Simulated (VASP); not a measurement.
A run of VASP 6.6.1 is set up as follows.

The input INCAR:

```
PREC     = Accurate       # precision mode
ENCUT    = 520            # plane-wave cutoff, eV
EDIFF    = 1E-6           # SCF threshold, eV
ISMEAR   = -1             # smearing method
SIGMA    = 0.08           # smearing width, eV
LREAL    = False          # projectors in reciprocal space
LASPH    = True           # aspherical terms in the spheres
NELM     = 100            # most SCF steps
ALGO     = Normal         # electronic algorithm
ISIF     = 2              # what is computed and relaxed
LWAVE    = False          # write WAVECAR
LCHARG   = False          # write CHGCAR
GGA      = PE             # functional
NBANDS   = 8              # bands
```

File KPOINTS:

```
Automatic mesh
0
Gamma
  22 22 22
```

File POSCAR:

```
P
1.0
    0.0000000000      1.4457235307      1.4457235307
    1.4457235307      0.0000000000      1.4457235307
    1.4457235307      1.4457235307      0.0000000000
P
1
Direct
    0.0000000000      0.0000000000      0.0000000000
```

Potentials or basis: VASP PAW PBE potentials, release 64 (P).

Launch:

```console
$ cat potpaw_PBE.64/P/POTCAR > POTCAR
$ mpirun -np 1 vasp_std > vasp.out
```

Q: Predict the pressure.

A: 441.2 GPa.
